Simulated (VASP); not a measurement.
A run of VASP 6.6.1 is set up as follows.

The input INCAR:

```
ALGO = Normal
EDIFF = 1E-6
ENCUT = 520
GGA = PS
ISIF = 2
ISMEAR = 0
LASPH = True
LCHARG = True
LELF = True
LREAL = False
LVHAR = True
LWAVE = False
NBANDS = 13
NELM = 100
PREC = Accurate
SIGMA = 0.15
```

The input KPOINTS:

```
k-points
0
Gamma
  20 20 20
```

File POSCAR:

```
O
1.0
    0.0000000000      1.6543593627      4.4625125492
    1.6600313256      0.0000000000      4.4625125492
    1.6600313256      1.6543593627      0.0000000000
O
2
Direct
    0.0675080576      0.0675080576      0.9324919424
    0.9324919424      0.9324919424      0.0675080576
```

Potentials or basis: VASP PAW PBE potentials, release 64 (O).

Launch:

```console
$ cat potpaw_PBE.64/O/POTCAR > POTCAR
$ mpirun -np 1 vasp_std > vasp.out
```

Question: Estimate the pressure.

Answer: 3.5 GPa.

Question: Predict the largest force.

Answer: 1.483 eV/Å.

Question: What does it give for the band gap on the k mesh?

Answer: Zero (band 6 reaches 1.50 eV, above the bottom of band 7 at -1.23 eV).

Forces in eV/Å, atoms in the order of the input:
```
O    0.000  0.000  1.483
O    0.000  0.000 -1.483
```

Caveat: the standard files for N, O and F lose accuracy on very short bonds; spin is off for a triplet molecule; the PAW data sets were made with another functional, which shifts forces and pressure a little.
